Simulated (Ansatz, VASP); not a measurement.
Hf in VASP and in Ansatz

```
Hf
1.0
     2.98050    0.00000    0.00000
    -1.49025    2.58119    0.00000
     0.00000    0.00000    5.27040
Hf
2
Direct
  0.33333 0.66667 0.25000
  0.66667 0.33333 0.75000
```

Alike in both runs: task single point; functional PBE; k mesh 18 × 18 × 10; occupations gaussian, width 0.15 eV; no spin polarisation.

|  | VASP | Ansatz |
| --- | --- | --- |
| version | VASP 6.6.1 | Ansatz 0.2.0 |
| potentials or method | VASP PAW PBE potentials, release 64 (Hf_pv), cutoff 500 eV | scalar-relativistic, plane waves, PAW |
| valence electrons in the cell | 20 | 52 |

VASP gave:

* gap on the k mesh at the Fermi level (eV): none
* pressure (GPa): 12.9
* traceless stress, the component that is largest in VASP (GPa): -9.34

What did Ansatz give for the same quantities?

gap on the k mesh at the Fermi level (eV): none; pressure (GPa): 13.3; traceless stress, the component that is largest in VASP (GPa): -9.26.

A gap of «none» marks a metal or a gap that the smearing closes. VASP's potentials hold 20 valence electrons a cell and Ansatz's 52, so a difference there can come from the potentials and not from the codes.

Spin-orbit coupling is off throughout.
